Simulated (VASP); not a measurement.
Runs of VASP 6.6.1 on FeO. The structure is that of space group P-6m2 (No. 187), or close to it. The cells are those of the table. 

| task | level | potentials or basis | cell | cutoff (eV) | second run | gap on the mesh (eV) | pressure (GPa) | moment (μB) |
| --- | --- | --- | --- | --- | --- | --- | --- | --- |
| single point | PBE | VASP PAW PBE potentials, release 64 (Fe, O) | a = 2.903, b = 2.903, c = 2.833 Å, angles 90.0, 90.0, 120.0°, 2 atoms | 520 | - | none | -10.4 | 4.00 |
| single point | PBE | VASP PAW PBE potentials, release 64 (Fe, O) | a = 2.864, b = 2.864, c = 2.795 Å, angles 90.0, 90.0, 120.0°, 2 atoms | 520 | - | none | -3.7 | 4.00 |
| single point | PBE | VASP PAW PBE potentials, release 64 (Fe_sv, O) | a = 2.960, b = 2.960, c = 2.889 Å, angles 90.0, 90.0, 120.0°, 2 atoms | 600 | valence_matched | none | -19.9 | 4.00 |
| relaxation of cell and atoms | BLYP+D4 | VASP PAW PBE potentials, release 64 (Fe, O) | relaxed from a = 2.903, b = 2.903, c = 2.833 Å, angles 90.0, 90.0, 120.0°, 2 atoms | 600 | - | none | 0.0 | 3.98 |
| single point | PBE | VASP PAW PBE potentials, release 64 (Fe, O) | a = 2.883, b = 2.883, c = 2.814 Å, angles 90.0, 90.0, 120.0°, 2 atoms | 520 | - | none | (a) | 4.00 |
| single point | PBE | VASP PAW PBE potentials, release 64 (Fe_sv, O) | a = 2.903, b = 2.903, c = 2.833 Å, angles 90.0, 90.0, 120.0°, 2 atoms | 600 | valence_matched | none | -12.6 | 4.00 |
| single point | BLYP+D4 | VASP PAW PBE potentials, release 64 (Fe, O) | a = 2.860, b = 2.860, c = 2.764 Å, angles 90.0, 90.0, 120.0°, 2 atoms | 520 | - | none | (b) | 3.98 |
| single point | PBE | VASP PAW PBE potentials, release 64 (Fe_sv, O) | a = 2.941, b = 2.941, c = 2.870 Å, angles 90.0, 90.0, 120.0°, 2 atoms | 600 | valence_matched | none | -17.7 | 4.00 |

Alike in all rows: spin collinear, ferromagnetic start; k mesh 10 × 10 × 9; smearing fermi-dirac 0.05 eV.

Problem. Fill in the values left out.

Solution. (a) -7.2; (b) 0.1.

Caveats: a cell with one magnetic atom can't hold antiferromagnetic order, which such compounds often take; semilocal functionals often make such compounds metallic where correlation or magnetic order opens a gap, which also shifts bond lengths; the PAW data sets were made with another functional, which shifts forces and pressure a little (some runs); pairwise dispersion overbinds metals, which lowers pressure and volume (some runs).

A gap of «none» marks levels without a gap at the run's occupations.

The runs don't all hold the same shells in valence.
